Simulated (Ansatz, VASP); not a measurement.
# SnF in VASP and in Ansatz

```
CELL_PARAMETERS angstrom
3.10806 0.00000 0.00000
0.00000 3.10806 0.00000
0.00000 0.00000 4.44260
ATOMIC_POSITIONS crystal
Sn 0.00000 0.00000 0.00000
F 0.00000 0.00000 0.50000
```

Alike in both runs: functional PBE; k mesh 18 × 18 × 12; occupations gaussian, width 0.1 eV; no spin polarisation.

Ansatz relaxed the structure, and its values are those at the end. VASP's run is a single point on that final structure, the one shown.

|  | VASP | Ansatz |
| --- | --- | --- |
| version | VASP 6.6.1 | Ansatz 0.2.0 |
| potentials or method | VASP PAW PBE potentials, release 64 (Sn_d, F), cutoff 600 eV | scalar-relativistic, plane waves, PAW |
| valence electrons in the cell | 21 | 21 |

|  | VASP | Ansatz | Ansatz less VASP |
| --- | --- | --- | --- |
| gap on the k mesh at the Fermi level (eV) | none | none | - |
| pressure (GPa) | 0.0 | 0.0 | +0.02 |

A gap of «none» marks a metal or a gap that the smearing closes.
